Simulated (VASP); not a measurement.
# Rb2AlH4 (P6/mmm) in VASP: a series of runs

The runs below take Rb2AlH4 through single point, relaxation of cell and atoms, with PBE.

Program: VASP 6.6.1. These are calculated values, not measurements. Logs are shortened: lines on timing, memory, paths and dates and some standing lists are left out, and cuts for length are marked.

### 1 The cell of the first run

The structure is hexagonal, space group P6/mmm (No. 191). The conventional cell has a = 6.976 Å, b = 6.976 Å, c = 6.364 Å, α = 90.00°, β = 90.00°, γ = 120.00°. Within 3.7 Å of Rb (site symmetry -6m2) lie 4 H at 2.81 to 3.55 Å. Within 5.3 Å of Al (site symmetry 6/mmm) lie 12 H at 4.04 Å and 12 Rb at 5.13 Å. Within 1.0 Å of H (site symmetry 3m) lie 1 H at 0.75 Å.

### 2 Single point, PBE

File INCAR:

```
PREC = Accurate
ENCUT = 520
EDIFF = 1E-6
ISMEAR = 0
SIGMA = 0.1
LREAL = False
LASPH = True
NELM = 100
ALGO = Normal
ISIF = 2
LWAVE = False
LCHARG = False
GGA = PE
NBANDS = 22
```

File KPOINTS:

```
regular mesh
0
Gamma
  6 6 4
```

File POSCAR:

```
Rb2AlH4
1.0
    6.9757733999      0.0000000037      0.0000000000
   -3.4878867032      6.0411969735      0.0000000000
    0.0000000000      0.0000000000      6.3635504441
Rb Al H
2 1 4
Direct
    0.3333333333      0.6666666667      0.5000000000
    0.6666666667      0.3333333333      0.5000000000
    0.0000000000      0.0000000000      0.0000000000
    0.3333333333      0.6666666667      0.0586063590
    0.6666666667      0.3333333333      0.0586063590
    0.6666666667      0.3333333333      0.9413936410
    0.3333333333      0.6666666667      0.9413936410
```

Potentials or basis: VASP PAW PBE potentials, release 64 (Rb_sv, Al, H).

Started as:

```bash
> cat potpaw_PBE.64/Rb_sv/POTCAR potpaw_PBE.64/Al/POTCAR potpaw_PBE.64/H/POTCAR > POTCAR
> mpirun -np 1 vasp_std > vasp.out
```

OUTCAR:

```text
PREC = Accurate
   ENCUT = 520
   EDIFF = 1E-6
   ISMEAR = 0
   LREAL = False
   LASPH = True
   NELM = 100
   ISIF = 2
   GGA = PE

 ion  position               nearest neighbor table
   1  0.333  0.667  0.500-   4 2.81   7 2.81   2 4.03   2 4.03   2 4.03
   2  0.667  0.333  0.500-   5 2.81   6 2.81   1 4.03   1 4.03   1 4.03
   3  0.000  0.000  0.000-
   4  0.333  0.667  0.059-   7 0.75   1 2.81
   5  0.667  0.333  0.059-   6 0.75   2 2.81
   6  0.667  0.333  0.941-   5 0.75   2 2.81
   7  0.333  0.667  0.941-   4 0.75   1 2.81

  LATTYP: Found a hexagonal cell.
 ALAT       =     6.9757733999
 C/A-ratio  =     0.9122358310

  Lattice vectors:

 A1 = (   6.9757733999,   0.0000000037,   0.0000000000)
 A2 = (  -3.4878867032,   6.0411969735,   0.0000000000)
 A3 = (   0.0000000000,   0.0000000000,   6.3635504441)

Analysis of symmetry for initial positions (statically):
=====================================================================
 Subroutine PRICEL returns:
 Original cell was already a primitive cell.

 Routine SETGRP: Setting up the symmetry group for a
 hexagonal supercell.

 Subroutine GETGRP returns: Found 24 space group operations
 (whereof 24 operations were pure point group operations)
 out of a pool of 24 trial point group operations.

The static configuration has the point symmetry D_6h.

Analysis of symmetry for dynamics (positions and initial velocities):
=====================================================================
 Subroutine PRICEL returns:
 Original cell was already a primitive cell.

 Routine SETGRP: Setting up the symmetry group for a
 hexagonal supercell.

 Subroutine GETGRP returns: Found 24 space group operations
 (whereof 24 operations were pure point group operations)
 out of a pool of 24 trial point group operations.

The dynamic configuration has the point symmetry D_6h.

 Subroutine INISYM returns: Found 24 space group operations
 (whereof 24 operations are pure point group operations),
 and found     1 'primitive' translations

----------------------------------------------------------------------------------------

                                     Primitive cell

  volume of cell :     268.1729

  direct lattice vectors                    reciprocal lattice vectors
     6.975773400  0.000000004  0.000000000     0.143353280  0.082765055  0.000000000
    -3.487886703  6.041196973  0.000000000    -0.000000000  0.165530110  0.000000000
     0.000000000  0.000000000  6.363550444     0.000000000  0.000000000  0.157144979

  length of vectors
     6.975773400  6.975773400  6.363550444     0.165530110  0.165530110  0.157144979

  position of ions in fractional coordinates (direct lattice)
     0.333333333  0.666666667  0.500000000
     0.666666667  0.333333333  0.500000000
     0.000000000  0.000000000  0.000000000
     0.333333333  0.666666667  0.058606359
     0.666666667  0.333333333  0.058606359
     0.666666667  0.333333333  0.941393641
     0.333333333  0.666666667  0.941393641

  ion indices of the primitive-cell ions
   primitive index   ion index
                 1           1
                 2           2
                 3           3
                 4           4
                 5           5
                 6           6
                 7           7

----------------------------------------------------------------------------------------

 KPOINTS: regular mesh

Automatic generation of k-mesh.
 Grid dimensions read from file:
 generate k-points for:    6    6    4

 Generating k-lattice:

  Cartesian coordinates                     Fractional coordinates (reciprocal lattice)
     0.023892213  0.013794176  0.000000000     0.166666667 -0.000000000  0.000000000
    -0.000000000  0.027588352  0.000000000     0.000000000  0.166666667  0.000000000
     0.000000000  0.000000000  0.039286245     0.000000000  0.000000000  0.250000000

  Length of vectors
     0.027588352  0.027588352  0.039286245

  Shift w.r.t. Gamma in fractional coordinates (k-lattice)
     0.000000000  0.000000000  0.000000000

 Subroutine IBZKPT returns following result:
 ===========================================

 Found     21 irreducible k-points:

 Following reciprocal coordinates:
            Coordinates               Weight
  0.000000  0.000000  0.000000      1.000000
  0.166667  0.000000  0.000000      6.000000
  0.333333  0.000000  0.000000      6.000000
  0.500000  0.000000  0.000000      3.000000
  0.166667  0.166667  0.000000      6.000000
  0.333333  0.166667  0.000000     12.000000
[... 13 lines left out ...]
  0.333333  0.166667  0.500000     12.000000
  0.333333  0.333333  0.500000      2.000000
   k-points           NKPTS =     21   k-points in BZ     NKDIM =     21   number of bands    NBANDS=     22
   number of dos      NEDOS =    301   number of ions     NIONS =      7
   total plane-waves  NPLWV = 139968
   dimension x,y,z NGX =    54 NGY =   54 NGZ =   48
   dimension x,y,z NGXF=   108 NGYF=  108 NGZF=   96
   ions per type =               2   1   4
   NGX,Y,Z   is equivalent  to a cutoff of  12.87, 12.87, 12.54 a.u.
   NGXF,Y,Z  is equivalent  to a cutoff of  25.74, 25.74, 25.08 a.u.
 SYSTEM =  unknown system
   PREC   = accura    normal or accurate (medium, high low for compatibility)
   ISTART =      0    job   : 0-new  1-cont  2-samecut
   ICHARG =      2    charge: 1-file 2-atom 10-const
   ISPIN  =      1    spin polarized calculation?
   LNONCOLLINEAR =      F non collinear calculations
   LSORBIT =      F    spin-orbit coupling
   LASPH  =      T    aspherical Exc in radial PAW
   ENCUT  =  520.0 eV  38.22 Ry    6.18 a.u.  12.97 12.97 11.83*2*pi/ulx,y,z
   NELM   =    100;   NELMIN=  2; NELMDL= -5     # of ELM steps
   EDIFF  = 0.1E-05   stopping-criterion for ELM
   LREAL  =      F    real-space projection
   EDIFFG = 0.1E-04   stopping-criterion for IOM
   NSW    =      0    number of steps for IOM
   IBRION =     -1    ionic relax: 0-MD 1-quasi-New 2-CG
   NFREE  =      0    steps in history (QN), initial steepest desc. (CG)
   ISIF   =      2    stress and relaxation
   ISYM   =      2    0-nonsym 1-usesym 2-fastsym
   POTIM  = 0.5000    time-step for ionic-motion
   TEBEG  =    0.0;   TEEND  =   0.0 temperature during run
   PSTRESS=    0.0 pullay stress
   NELECT =      25.0000    total number of electrons
   NUPDOWN=      -1.0000    fix difference up-down
   EMIN   =  10.00;   EMAX   =-10.00  energy-range for DOS
   EFERMI =   0.00;   METHOD = LEGACY
   ISMEAR =     0;   SIGMA  =   0.10  broadening in eV -4-tet -1-fermi 0-gaus
   EFERMI_NEDOS =   21; number of points for ismear=-14 and -15
   IALGO  =     38    algorithm
   IMIX   =      4    mixing-type and parameters
     AMIX     =   0.40;   BMIX     =  1.00
     AMIX_MAG =   1.60;   BMIX_MAG =  1.00
  volume/ion in A,a.u.               =      38.31       258.53
  Fermi-wavevector in a.u.,A,eV,Ry     =   0.742306  1.402756  7.497066  0.551019
  Thomas-Fermi vector in A             =   1.837154
   LORBIT       =      0    0 simple, 1 ext, 2 COOP (PROOUT), +10 PAW based schemes
   GGA     = PE    functional components
   LHFCALC =     F    Hartree Fock is set to
   AEXX    =    0.0000 exact exchange contribution
   IVDW    =     0    specifies the selected vdW correction
   LEPSILON=     F    determine dielectric tensor
   LRPA    =     F    only Hartree local field effects (RPA)
 non-spin polarized calculation
 Gauss-broadening in eV      SIGMA  =   0.10
  energy-cutoff  :      520.00
  volume of cell :      268.17
 maximum number of plane-waves:      7260
 NGX is ok and might be reduce to    54
   NGX = 25   NGY = 25   NGZ = 23

 number of electron      25.0000004 magnetization

 Free energy of the ion-electron system (eV)
  ---------------------------------------------------
  ext. energy  EPLUGINS =         0.00000000
  ---------------------------------------------------
  free energy    TOTEN  =       -15.88958098 eV

  energy without entropy =      -15.84188073  energy(sigma->0) =      -15.86573085

 E-fermi :   0.0869     XC(G=0):  -5.7031

 val. band max:        0.0854154074   @ k =   0.5000   0.0000   0.2500
 cond. band min:       0.0935856840   @ k =   0.5000   0.0000   0.0000
 fundamental gap:      0.0081702766
 Fermi energy:         0.0868605495

 k-point     1 :       0.0000    0.0000    0.0000
  band No.  band energies     occupation
      1     -29.2025      2.00000
      2     -29.1665      2.00000
      3     -13.3934      2.00000
      4     -13.3934      2.00000
      5     -13.3319      2.00000
      6     -13.2641      2.00000
[... 14 lines left out ...]
     21       3.4194      0.00000
     22       3.4350      0.00000

 k-point     2 :       0.1667    0.0000    0.0000
  band No.  band energies     occupation
      1     -29.2004      2.00000
      2     -29.1687      2.00000
      3     -13.3991      2.00000
      4     -13.3818      2.00000
      5     -13.3279      2.00000
      6     -13.2681      2.00000
[... 14 lines left out ...]
     21       3.0739      0.00000
     22       3.5462      0.00000

 k-point     3 :       0.3333    0.0000    0.0000
  band No.  band energies     occupation
      1     -29.1949      2.00000
      2     -29.1742      2.00000
      3     -13.4098      2.00000
      4     -13.3536      2.00000
      5     -13.3176      2.00000
      6     -13.2785      2.00000
[... 14 lines left out ...]
     21       3.0304      0.00000
     22       3.8354      0.00000
[... 401 lines left out ...]
 k-point    20 :       0.3333    0.1667    0.5000
  band No.  band energies     occupation
      1     -29.1904      2.00000
      2     -29.1785      2.00000
      3     -13.4191      2.00000
      4     -13.3422      2.00000
      5     -13.3222      2.00000
      6     -13.3181      2.00000
[... 14 lines left out ...]
     21       3.0436      0.00000
     22       3.3472      0.00000

 k-point    21 :       0.3333    0.3333    0.5000
  band No.  band energies     occupation
      1     -29.1845      2.00000
      2     -29.1845      2.00000
      3     -13.4256      2.00000
      4     -13.3302      2.00000
      5     -13.3302      2.00000
      6     -13.2707      2.00000
[... 14 lines left out ...]
     21       3.5959      0.00000
     22       3.5960      0.00000

------------------------ aborting loop because EDIFF is reached ----------------------------------------

  FORCE on cell =-STRESS in cart. coord.  units (eV):
  Direction    XX          YY          ZZ          XY          YZ          ZX
  --------------------------------------------------------------------------------------
  -------------------------------------------------------------------------------------
  Total       -0.0045820     -0.0045820     -0.0438397      0.0000000      0.0000000      0.0000000
  in kB       -0.0273750     -0.0273750     -0.2619169      0.0000000      0.0000000      0.0000000
  external PRESSURE =      -0.1055556 kB  Pullay stress =       0.0000000 kB

 VOLUME and BASIS-vectors are now :
 -----------------------------------------------------------------------------
  energy-cutoff  :      520.00
  volume of cell :      268.17
      direct lattice vectors                 reciprocal lattice vectors
     6.975773400  0.000000004  0.000000000     0.143353280  0.082765055  0.000000000
    -3.487886703  6.041196973  0.000000000    -0.000000000  0.165530110  0.000000000
     0.000000000  0.000000000  6.363550444     0.000000000  0.000000000  0.157144979

 POSITION                                       TOTAL-FORCE (eV/Angst)
 -----------------------------------------------------------------------------------
     -0.00000      4.02746      3.18178         0.000000      0.000000      0.000000
      3.48789      2.01373      3.18178        -0.000000     -0.000000     -0.000000
      0.00000      0.00000      0.00000         0.000000      0.000000      0.000000
     -0.00000      4.02746      0.37294         0.000000      0.000000     -0.002713
      3.48789      2.01373      0.37294        -0.000000      0.000000     -0.002713
      3.48789      2.01373      5.99061        -0.000000      0.000000      0.002713
     -0.00000      4.02746      5.99061         0.000000      0.000000      0.002713
 -----------------------------------------------------------------------------------
    total drift:                                0.000000      0.000000      0.000000

  FREE ENERGIE OF THE ION-ELECTRON SYSTEM (eV)
  ---------------------------------------------------
  free  energy   TOTEN  =       -15.8895809768 eV

  energy  without entropy=      -15.8418807268  energy(sigma->0) =      -15.86573085
```

It took 1.7 min on 1 thread of Intel Xeon Platinum 8375C at 2.90GHz (Ice Lake), shared host; peak memory 0.42 GiB.

Results:

| Property | Result |
| --- | --- |
| Free energy | -15.8896 eV |
| Pressure | 0.0 GPa |

Forces in eV/Å, atoms in the order of the input:
```
Rb   0.000  0.000  0.000
Rb   0.000  0.000  0.000
Al   0.000  0.000  0.000
H    0.000  0.000 -0.003
H    0.000  0.000 -0.003
H    0.000  0.000  0.003
H    0.000  0.000  0.003
```

Levels at points of the mesh, in eV from the Fermi level:
```
           k point  band 8  band 9  band 10  band 11  band 12  band 13  band 14  band 15  band 16  band 17
(0.00, 0.00, 0.00)  -13.23   -8.56    -8.34    -4.34    -0.15     0.21     0.21     0.34     2.04     2.04
(0.50, 0.00, 0.00)  -13.21   -8.48    -8.41    -4.37    -0.38     0.01     0.48     1.23     1.87     1.93
(0.00, 0.00, 0.50)  -13.23   -8.40    -8.20    -4.24    -1.43     0.40     0.40     1.55     1.74     1.74
(0.50, 0.00, 0.50)  -13.21   -8.33    -8.27    -4.31    -0.48    -0.09    -0.01     0.25     1.14     2.17
```

[end of part 1 of 3]
